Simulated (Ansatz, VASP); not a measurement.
SiO2 in VASP and in Ansatz

```xyz
6
Lattice="4.3055 0.0000 0.0000 0.0000 4.3055 0.0000 0.0000 0.0000 2.6678" Properties=species:S:1:pos:R:3 pbc="T T T"
Si    0.0000    0.0000    0.0000
Si    2.1528    2.1528    1.3339
O     1.3205    1.3205    0.0000
O     0.8323    3.4732    1.3339
O     2.9850    2.9850    0.0000
O     3.4732    0.8323    1.3339
```

Change from the starting cell: equal xx and yy strain of +3 %.

Alike in both runs: task single point; functional PBEsol; k mesh 6 × 6 × 9; occupations fermi-dirac, width 0.03 eV; no spin polarisation.

|  | VASP | Ansatz |
| --- | --- | --- |
| version | VASP 6.6.1 | Ansatz 0.2.0 |
| potentials or method | VASP PAW PBE potentials, release 64 (Si, O), cutoff 520 eV | all-electron LAPW, scalar-relativistic |

```csv
,VASP,Ansatz,Ansatz less VASP
gap on the k mesh at the Fermi level (eV),4.66,4.67,+0.012
pressure (GPa),-11.5,-12.0,-0.57
"traceless stress, the component that is largest in VASP (GPa)",6.63,5.97,-0.663
rms of the force components (eV/Å),0.184,0.207,+0.0234
```

VASP's potentials were made for PBE, not for PBEsol. Atom by atom the forces differ by 0.023 eV/Å (rms over components). Ansatz ran all-electron here, and VASP with PAW potentials.
